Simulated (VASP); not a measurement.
# BAs (Pmmm) in VASP: a series of runs

The runs below take BAs through single point, with PBE.

All numbers are computed with VASP 6.6.1; they aren't measurements. Logs are shortened: lines on timing, memory, paths and dates and some standing lists are left out, and cuts for length are marked.

### 1 The cell of the first run

Symmetry: Pmmm, No. 47, orthorhombic system. Conventional cell: a = 2.128 Å, b = 3.174 Å, c = 4.951 Å, α = 90.00°, β = 90.00°, γ = 90.00°. B (site symmetry mmm) has 2 B at 2.13 Å and 4 As at 2.69 Å within 2.8 Å. As (site symmetry mmm) has 2 As at 2.13 Å and 4 B at 2.69 Å within 2.8 Å.

### 2 Single point, PBE

INCAR

```
SYSTEM = BAs
  PREC = Accurate
  ENCUT = 520
  EDIFF = 1E-7
  ISMEAR = 0
  SIGMA = 0.017
  LREAL = .FALSE.
  LASPH = .TRUE.
  NELM = 60
  ALGO = Normal
  ISIF = 2
  LWAVE = .FALSE.
  LCHARG = .FALSE.
  GGA = PE
  NBANDS = 11
```

KPOINTS

```
regular mesh
0
G
  12 8 6
  0 0 0
```

POSCAR

```
BAs
1.0
    2.1275493300      0.0000000000      0.0000000000
    0.0000000000      3.1740629400      0.0000000000
    0.0000000000      0.0000000000      4.9509801800
B As
1 1
Direct
    0.0000000000      0.5000000000      0.0000000000
    0.5000000000      0.5000000000      0.5000000000
```

Potentials or basis: VASP PAW PBE potentials, release 64 (B, As).

The run is started by

```console
$ cat potpaw_PBE.64/B/POTCAR potpaw_PBE.64/As/POTCAR > POTCAR
$ mpirun -np 1 vasp_std > vasp.out
```

OUTCAR:

```text
SYSTEM = BAs
   PREC = Accurate
   ENCUT = 520
   EDIFF = 1E-7
   ISMEAR = 0
   LREAL = .FALSE.
   LASPH = .TRUE.
   NELM = 60
   ISIF = 2
   GGA = PE

 ion  position               nearest neighbor table
   1  0.000  0.500  0.000-
   2  0.500  0.500  0.500-

  LATTYP: Found a simple orthorhombic cell.
 ALAT       =     2.1275493300
 B/A-ratio  =     1.4918868838
 C/A-ratio  =     2.3270812621

  Lattice vectors:

 A1 = (   2.1275493300,   0.0000000000,   0.0000000000)
 A2 = (   0.0000000000,   3.1740629400,   0.0000000000)
 A3 = (   0.0000000000,   0.0000000000,   4.9509801800)

Analysis of symmetry for initial positions (statically):
=====================================================================
 Subroutine PRICEL returns:
 Original cell was already a primitive cell.

 Routine SETGRP: Setting up the symmetry group for a
 simple orthorhombic supercell.

 Subroutine GETGRP returns: Found  8 space group operations
 (whereof  8 operations were pure point group operations)
 out of a pool of  8 trial point group operations.

The static configuration has the point symmetry D_2h.

Analysis of symmetry for dynamics (positions and initial velocities):
=====================================================================
 Subroutine PRICEL returns:
 Original cell was already a primitive cell.

 Routine SETGRP: Setting up the symmetry group for a
 simple orthorhombic supercell.

 Subroutine GETGRP returns: Found  8 space group operations
 (whereof  8 operations were pure point group operations)
 out of a pool of  8 trial point group operations.

The dynamic configuration has the point symmetry D_2h.

 Subroutine INISYM returns: Found  8 space group operations
 (whereof  8 operations are pure point group operations),
 and found     1 'primitive' translations

----------------------------------------------------------------------------------------

                                     Primitive cell

  volume of cell :      33.4338

  direct lattice vectors                    reciprocal lattice vectors
     2.127549330  0.000000000  0.000000000     0.470024354  0.000000000  0.000000000
     0.000000000  3.174062940  0.000000000     0.000000000  0.315053614  0.000000000
     0.000000000  0.000000000  4.950980180     0.000000000  0.000000000  0.201980207

  length of vectors
     2.127549330  3.174062940  4.950980180     0.470024354  0.315053614  0.201980207

  position of ions in fractional coordinates (direct lattice)
     0.000000000  0.500000000  0.000000000
     0.500000000  0.500000000  0.500000000

  ion indices of the primitive-cell ions
   primitive index   ion index
                 1           1
                 2           2

----------------------------------------------------------------------------------------

 KPOINTS: regular mesh

Automatic generation of k-mesh.
 Grid dimensions read from file:
 generate k-points for:   12    8    6

 Generating k-lattice:

  Cartesian coordinates                     Fractional coordinates (reciprocal lattice)
     0.039168696  0.000000000  0.000000000     0.083333333  0.000000000  0.000000000
     0.000000000  0.039381702  0.000000000     0.000000000  0.125000000  0.000000000
     0.000000000  0.000000000  0.033663368     0.000000000  0.000000000  0.166666667

  Length of vectors
     0.039168696  0.039381702  0.033663368

  Shift w.r.t. Gamma in fractional coordinates (k-lattice)
     0.000000000  0.000000000  0.000000000

 Subroutine IBZKPT returns following result:
 ===========================================

 Found    140 irreducible k-points:

 Following reciprocal coordinates:
            Coordinates               Weight
  0.000000  0.000000  0.000000      1.000000
  0.083333  0.000000  0.000000      2.000000
  0.166667  0.000000  0.000000      2.000000
  0.250000  0.000000  0.000000      2.000000
  0.333333  0.000000  0.000000      2.000000
  0.416667  0.000000  0.000000      2.000000
[... 16 lines left out ...]
  0.083333  0.375000  0.000000      4.000000
  0.166667  0.375000  0.000000      4.000000
[... 46 lines left out ...]
      1     -11.2633      2.00000
      2      -3.4523      2.00000
      3      -2.2655      2.00000
      4       3.4432      2.00000
      5       6.9455      0.00000
      6       9.4980      0.00000
      7       9.7770      0.00000
      8      15.5610      0.00000
      9      15.5962      0.00000
     10      15.6284      0.00000
     11      16.3238      0.00000

 k-point     2 :       0.0833    0.0000    0.0000
  band No.  band energies     occupation
      1     -11.0403      2.00000
      2      -3.2780      2.00000
      3      -2.0304      2.00000
      4       3.6805      2.00000
      5       7.1286      0.00000
      6       9.6551      0.00000
      7       9.9260      0.00000
      8      13.9958      0.00000
      9      15.7764      0.00000
     10      16.1529      0.00000
     11      16.4799      0.00000

 k-point     3 :       0.1667    0.0000    0.0000
  band No.  band energies     occupation
      1     -10.3692      2.00000
      2      -2.7572      2.00000
      3      -1.3290      2.00000
      4       4.3825      0.00000
      5       7.6629      0.00000
      6       9.8598      0.00000
      7      10.3118      0.00000
      8      11.1204      0.00000
      9      13.8544      0.00000
     10      16.4225      0.00000
     11      16.8402      0.00000

 k-point     4 :       0.2500    0.0000    0.0000
  band No.  band energies     occupation
      1      -9.2442      2.00000
      2      -1.8988      2.00000
      3      -0.1734      2.00000
      4       5.5163      0.00000
      5       7.0309      0.00000
      6       8.4930      0.00000
      7       9.7852      0.00000
      8      10.6498      0.00000
      9      12.4613      0.00000
     10      17.4992      0.00000
     11      17.6904      0.00000
[... 239 lines left out ...]
 k-point    22 :       0.0000    0.3750    0.0000
  band No.  band energies     occupation
      1     -10.3325      2.00000
      2      -2.4378      2.00000
      3      -1.5770      2.00000
      4      -1.4395      2.00000
      5       3.3258      2.00000
      6       8.5837      0.00000
      7      10.2288      0.00000
      8      15.7743      0.00000
      9      18.0298      0.00000
     10      18.3674      0.00000
     11      21.0372      0.00000

 k-point    23 :       0.0833    0.3750    0.0000
  band No.  band energies     occupation
      1     -10.1120      2.00000
      2      -2.2729      2.00000
      3      -1.3427      2.00000
      4      -1.2045      2.00000
      5       3.5266      2.00000
      6       8.8061      0.00000
      7      10.3772      0.00000
      8      14.6196      0.00000
      9      16.8632      0.00000
     10      18.5165      0.00000
     11      19.4836      0.00000

 k-point    24 :       0.1667    0.3750    0.0000
  band No.  band energies     occupation
      1      -9.4483      2.00000
      2      -1.7820      2.00000
      3      -0.6442      2.00000
      4      -0.5044      2.00000
      5       4.1172      2.00000
      6       9.4710      0.00000
      7      10.7637      0.00000
      8      11.7369      0.00000
      9      13.8132      0.00000
     10      18.9086      0.00000
     11      19.7065      0.00000

 [... further k-points ...]
[... 5 lines left out ...]
  --------------------------------------------------------------------------------------
  -------------------------------------------------------------------------------------
  Total        6.3562969     -1.2840590     -1.3117861      0.0000000      0.0000000      0.0000000
  in kB      304.5989450    -61.5331587    -62.8618612      0.0000000      0.0000000      0.0000000
  external PRESSURE =      60.0679750 kB  Pullay stress =       0.0000000 kB

 VOLUME and BASIS-vectors are now :
 -----------------------------------------------------------------------------
  energy-cutoff  :      520.00
  volume of cell :       33.43
      direct lattice vectors                 reciprocal lattice vectors
     2.127549330  0.000000000  0.000000000     0.470024354  0.000000000  0.000000000
     0.000000000  3.174062940  0.000000000     0.000000000  0.315053614  0.000000000
     0.000000000  0.000000000  4.950980180     0.000000000  0.000000000  0.201980207

 POSITION                                       TOTAL-FORCE (eV/Angst)
 -----------------------------------------------------------------------------------
      0.00000      1.58703      0.00000         0.000000      0.000000      0.000000
      1.06377      1.58703      2.47549         0.000000      0.000000      0.000000
 -----------------------------------------------------------------------------------
    total drift:                                0.000000      0.000000      0.000000

  FREE ENERGIE OF THE ION-ELECTRON SYSTEM (eV)
  ---------------------------------------------------
  free  energy   TOTEN  =        -7.0470896573 eV

  energy  without entropy=       -7.0469860089  energy(sigma->0) =       -7.04703783
```

Run time: 52 s. Hardware: 1 thread of Intel Xeon 8259CL, shared host; peak memory 0.18 GiB.

What came out:

```
Free energy            : -7.0471 eV
Pressure               : 6.0 GPa
Band gap on the k mesh : zero (bands 4 and 5 overlap by 4.04 eV)
```

Stress tensor (GPa, compression positive):
```
30.46  0.00  0.00
 0.00 -6.15  0.00
 0.00  0.00 -6.29
```

Levels at points of the mesh, in eV from the Fermi level:
| k point | band 1 | band 2 | band 3 | band 4 | band 5 | band 6 | band 7 | band 8 |
| --- | --- | --- | --- | --- | --- | --- | --- | --- |
| (0.00, 0.00, 0.00) | -15.56 | -7.75 | -6.56 | -0.86 | 2.65 | 5.20 | 5.48 | 11.26 |
| (0.50, 0.00, 0.00) | -7.75 | -7.02 | -2.16 | -0.59 | 1.37 | 1.45 | 5.56 | 5.97 |
| (0.00, 0.50, 0.00) | -14.42 | -6.51 | -6.46 | -5.56 | -1.54 | 3.68 | 5.99 | 11.51 |
| (0.50, 0.50, 0.00) | -6.97 | -5.69 | -1.38 | 0.50 | 0.72 | 2.01 | 2.13 | 2.50 |
| (0.00, 0.00, 0.50) | -15.39 | -9.90 | -0.95 | -0.47 | -0.43 | 1.70 | 5.67 | 8.52 |
| (0.50, 0.00, 0.50) | -7.64 | -6.55 | -3.92 | -1.93 | 4.00 | 4.37 | 5.65 | 6.04 |
| (0.00, 0.50, 0.50) | -14.27 | -8.63 | -6.11 | -2.99 | 0.06 | 0.34 | 7.86 | 9.97 |
| (0.50, 0.50, 0.50) | -6.90 | -5.07 | -3.20 | -0.57 | 0.62 | 2.49 | 4.47 | 4.71 |

Caveat: the stress differs along the axes, from -6 to 30 GPa; this functional lacks dispersion, which binds layers or chains, so the pressure and a relaxed spacing across them are unreliable.

### 3 Single point, PBE

INCAR

```
SYSTEM = BAs
ALGO = Normal
EDIFF = 1E-6
ENCUT = 520
GGA = PE
ISIF = 2
ISMEAR = 0
LASPH = .TRUE.
LCHARG = .FALSE.
LREAL = .FALSE.
LWAVE = .FALSE.
NBANDS = 11
NELM = 60
PREC = Accurate
SIGMA = 0.018000000000000002
```

KPOINTS

```
k-points
0
G
  12 8 6
  0 0 0
```

POSCAR is that of step 2.

Potentials or basis: VASP PAW PBE potentials, release 64 (B, As).

The run is started by

```console
$ cat potpaw_PBE.64/B/POTCAR potpaw_PBE.64/As/POTCAR > POTCAR
$ mpirun -np 1 vasp_std > vasp.out
```

Run time: 44 s. Hardware: 1 thread of Intel Xeon 8259CL, shared host; peak memory 0.18 GiB.

It converged, with:

| Item | Value |
| --- | --- |
| Free energy | -7.0471 eV |
| Pressure | 6.0 GPa |
| Band gap on the k mesh | zero (bands 4 and 5 overlap by 4.04 eV) |

Stress tensor (GPa, compression positive):
```
30.46  0.00  0.00
 0.00 -6.14  0.00
 0.00  0.00 -6.29
```

Levels at points of the mesh, in eV from the Fermi level:
```csv
k point,band 1,band 2,band 3,band 4,band 5,band 6,band 7,band 8,band 9
"(0.00, 0.00, 0.00)",-15.56,-7.75,-6.56,-0.86,2.65,5.20,5.48,11.26,11.30
"(0.50, 0.00, 0.00)",-7.75,-7.02,-2.16,-0.59,1.37,1.45,5.56,5.97,11.66
"(0.00, 0.50, 0.00)",-14.42,-6.51,-6.46,-5.56,-1.54,3.68,5.99,11.51,14.13
"(0.50, 0.50, 0.00)",-6.97,-5.69,-1.38,0.50,0.72,2.01,2.14,2.50,6.02
"(0.00, 0.00, 0.50)",-15.39,-9.90,-0.95,-0.47,-0.43,1.70,5.67,8.52,11.41
"(0.50, 0.00, 0.50)",-7.64,-6.55,-3.92,-1.93,4.00,4.37,5.65,6.04,9.60
"(0.00, 0.50, 0.50)",-14.27,-8.63,-6.11,-2.99,0.06,0.34,7.86,9.97,11.60
"(0.50, 0.50, 0.50)",-6.90,-5.06,-3.20,-0.57,0.63,2.49,4.47,4.71,5.18
```

Caveat: the stress differs along the axes, from -6 to 30 GPa; this functional lacks dispersion, which binds layers or chains, so the pressure and a relaxed spacing across them are unreliable.

### 4 Single point, PBE

INCAR

```
SYSTEM = BAs
PREC = Accurate
ENCUT = 520
EDIFF = 1E-7
ISMEAR = 0
SIGMA = 0.019000000000000003
LREAL = .FALSE.
LASPH = .TRUE.
NELM = 80
ALGO = Normal
ISIF = 2
LWAVE = .FALSE.
LCHARG = .FALSE.
GGA = PE
NBANDS = 11
```

KPOINTS

```
regular mesh
0
G
  12 8 6
  0 0 0
```

POSCAR is that of step 3.

The run is started by

```console
$ cat potpaw_PBE.64/B/POTCAR potpaw_PBE.64/As/POTCAR > POTCAR
$ mpirun -np 1 vasp_std > vasp.out
```

Run time: 52 s. Hardware: 1 thread of Intel Xeon 8259CL, shared host; peak memory 0.18 GiB.

It converged, with:

```
Free energy            : -7.0471 eV
Pressure               : 6.0 GPa
Band gap on the k mesh : zero (bands 4 and 5 overlap by 4.04 eV)
```

Stress tensor (GPa, compression positive):
```
30.47  0.00  0.00
 0.00 -6.14  0.00
 0.00  0.00 -6.30
```

Levels at points of the mesh, in eV from the Fermi level:
```tsv
k point	band 1	band 2	band 3	band 4	band 5	band 6	band 7	band 8	band 9
(0.00, 0.00, 0.00)	-15.56	-7.75	-6.56	-0.86	2.65	5.20	5.48	11.26	11.30
(0.50, 0.00, 0.00)	-7.75	-7.02	-2.16	-0.59	1.37	1.45	5.56	5.97	11.67
(0.00, 0.50, 0.00)	-14.42	-6.51	-6.46	-5.56	-1.54	3.68	5.99	11.51	14.13
(0.50, 0.50, 0.00)	-6.97	-5.68	-1.38	0.50	0.72	2.01	2.14	2.50	6.02
(0.00, 0.00, 0.50)	-15.39	-9.90	-0.95	-0.47	-0.43	1.70	5.67	8.52	11.41
(0.50, 0.00, 0.50)	-7.64	-6.55	-3.92	-1.93	4.00	4.37	5.65	6.04	9.60
(0.00, 0.50, 0.50)	-14.27	-8.63	-6.11	-2.99	0.06	0.34	7.86	9.97	11.60
(0.50, 0.50, 0.50)	-6.90	-5.06	-3.20	-0.57	0.63	2.49	4.47	4.71	5.18
```

Caveat: the stress differs along the axes, from -6 to 30 GPa; this functional lacks dispersion, which binds layers or chains, so the pressure and a relaxed spacing across them are unreliable.

### 5 Single point, PBE

INCAR

```
SYSTEM = BAs
ALGO = Normal
EDIFF = 1E-6
ENCUT = 520
GGA = PE
ISIF = 2
ISMEAR = 0
LASPH = .TRUE.
LCHARG = .TRUE.
LELF = .TRUE.
LREAL = .FALSE.
LVHAR = .TRUE.
LWAVE = .FALSE.
NBANDS = 11
NELM = 100
PREC = Accurate
SIGMA = 0.020999999999999998
```

KPOINTS

```
k-points
0
G
  12 8 6
  0 0 0
```

POSCAR is that of step 4.

The run is started by

```console
$ cat potpaw_PBE.64/B/POTCAR potpaw_PBE.64/As/POTCAR > POTCAR
$ mpirun -np 1 vasp_std > vasp.out
```

It took 46 s on 1 thread of Intel Xeon 8259CL, shared host; peak memory 0.18 GiB.

The run converged. Its results:

- Free energy: -7.0471 eV
- Pressure: 6.0 GPa
- Band gap on the k mesh: zero (bands 4 and 5 overlap by 4.04 eV)

Stress tensor (GPa, compression positive):
```
30.49  0.00  0.00
 0.00 -6.13  0.00
 0.00  0.00 -6.31
```

Levels at points of the mesh, in eV from the Fermi level:
| k point | band 1 | band 2 | band 3 | band 4 | band 5 | band 6 | band 7 | band 8 |
| --- | --- | --- | --- | --- | --- | --- | --- | --- |
| (0.00, 0.00, 0.00) | -15.56 | -7.75 | -6.56 | -0.85 | 2.65 | 5.20 | 5.48 | 11.26 |
| (0.50, 0.00, 0.00) | -7.75 | -7.02 | -2.16 | -0.59 | 1.37 | 1.45 | 5.56 | 5.97 |
| (0.00, 0.50, 0.00) | -14.42 | -6.51 | -6.46 | -5.56 | -1.53 | 3.68 | 5.99 | 11.51 |
| (0.50, 0.50, 0.00) | -6.97 | -5.68 | -1.38 | 0.50 | 0.72 | 2.01 | 2.14 | 2.50 |
| (0.00, 0.00, 0.50) | -15.39 | -9.90 | -0.95 | -0.47 | -0.43 | 1.70 | 5.67 | 8.52 |
| (0.50, 0.00, 0.50) | -7.64 | -6.55 | -3.92 | -1.93 | 4.00 | 4.37 | 5.65 | 6.04 |
| (0.00, 0.50, 0.50) | -14.27 | -8.63 | -6.11 | -2.99 | 0.06 | 0.34 | 7.86 | 9.97 |
| (0.50, 0.50, 0.50) | -6.90 | -5.06 | -3.20 | -0.57 | 0.63 | 2.49 | 4.47 | 4.71 |

Caveat: the stress differs along the axes, from -6 to 30 GPa; this functional lacks dispersion, which binds layers or chains, so the pressure and a relaxed spacing across them are unreliable.

### 6 Single point, PBE

INCAR

```
PREC = Accurate
ENCUT = 520
EDIFF = 1E-7
ISMEAR = 0
SIGMA = 0.022
LREAL = F
LASPH = T
NELM = 100
ALGO = Normal
ISIF = 2
LWAVE = F
LCHARG = F
GGA = PE
NBANDS = 11
```

KPOINTS

```
Automatic mesh
0
Gamma
  12 8 6
```

POSCAR is that of step 5.

Potentials or basis: VASP PAW PBE potentials, release 64 (B, As).

The run is started by

```console
$ cat potpaw_PBE.64/B/POTCAR potpaw_PBE.64/As/POTCAR > POTCAR
$ mpirun -np 1 vasp_std > vasp.out
```

It took 52 s on 1 thread of Intel Xeon 8259CL, shared host; peak memory 0.18 GiB.

Results (log left out):

| Quantity | Value |
| --- | --- |
| Free energy | -7.0471 eV |
| Pressure | 6.0 GPa |
| Band gap on the k mesh | zero (bands 4 and 5 overlap by 4.04 eV) |

Stress tensor (GPa, compression positive):
```
30.50  0.00  0.00
 0.00 -6.13  0.00
 0.00  0.00 -6.33
```

Levels at points of the mesh, in eV from the Fermi level:
```csv
k point,band 1,band 2,band 3,band 4,band 5,band 6,band 7,band 8,band 9
"(0.00, 0.00, 0.00)",-15.56,-7.75,-6.56,-0.85,2.65,5.20,5.48,11.26,11.30
"(0.50, 0.00, 0.00)",-7.75,-7.02,-2.16,-0.59,1.37,1.45,5.56,5.97,11.67
"(0.00, 0.50, 0.00)",-14.42,-6.51,-6.46,-5.56,-1.53,3.68,5.99,11.51,14.13
"(0.50, 0.50, 0.00)",-6.97,-5.68,-1.38,0.50,0.72,2.01,2.14,2.50,6.02
"(0.00, 0.00, 0.50)",-15.39,-9.90,-0.95,-0.47,-0.43,1.70,5.67,8.52,11.41
"(0.50, 0.00, 0.50)",-7.64,-6.55,-3.92,-1.93,4.00,4.38,5.65,6.04,9.60
"(0.00, 0.50, 0.50)",-14.27,-8.63,-6.11,-2.99,0.06,0.34,7.86,9.97,11.60
"(0.50, 0.50, 0.50)",-6.90,-5.06,-3.20,-0.57,0.63,2.49,4.47,4.71,5.18
```

Caveat: the stress differs along the axes, from -6 to 30 GPa; this functional lacks dispersion, which binds layers or chains, so the pressure and a relaxed spacing across them are unreliable.

### 7 The runs side by side

| smearing | gap on the mesh (eV) | pressure (GPa) |
| --- | --- | --- |
| gaussian 0.017 eV | none | 6.0 |
| gaussian 0.018 eV | none | 6.0 |
| gaussian 0.019 eV | none | 6.0 |
| gaussian 0.021 eV | none | 6.0 |
| gaussian 0.022 eV | none | 6.0 |

Alike in all rows: task single point; level PBE; potentials or basis VASP PAW PBE potentials, release 64 (B, As); no spin polarisation; cell as given; k mesh 12 × 8 × 6; cutoff (eV) 520.

Caveats: the stress differs along the axes, from -6 to 30 GPa; this functional lacks dispersion, which binds layers or chains, so the pressure and a relaxed spacing across them are unreliable.

Total energies depend on the potentials used, so only differences within one code and one set of settings carry meaning.
